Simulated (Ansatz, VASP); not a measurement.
## Ga: VASP beside Ansatz

```
CELL_PARAMETERS angstrom
2.25535 -3.82240 0.00000
2.25535 3.82240 0.00000
0.00000 0.00000 4.42637
ATOMIC_POSITIONS crystal
Ga 0.15250 0.84750 0.07850
Ga 0.65250 0.34750 0.42150
Ga 0.84750 0.15250 0.92150
Ga 0.34750 0.65250 0.57850
```

Change from the starting cell: zz strain of -2 %.

Alike in both runs: task single point; functional PBEsol; k mesh 9 × 9 × 8; occupations fermi-dirac, width 0.05 eV; no spin polarisation.

|  | VASP | Ansatz |
| --- | --- | --- |
| version | VASP 6.6.1 | Ansatz 0.2.0 |
| potentials or method | VASP PAW PBE potentials, release 64 (Ga_d), cutoff 520 eV | all-electron LAPW, scalar-relativistic |

```csv
,VASP,Ansatz,Ansatz less VASP
pressure (GPa),0.0,0.0,-0.02
"traceless stress, the component that is largest in VASP (GPa)",0.64,0.65,+0.001
rms of the force components (eV/Å),0.222,0.224,+0.0024
```

VASP's potentials were made for PBE, not for PBEsol. Atom by atom the forces differ by 0.002 eV/Å (rms over components). Ansatz ran all-electron here, and VASP with PAW potentials.
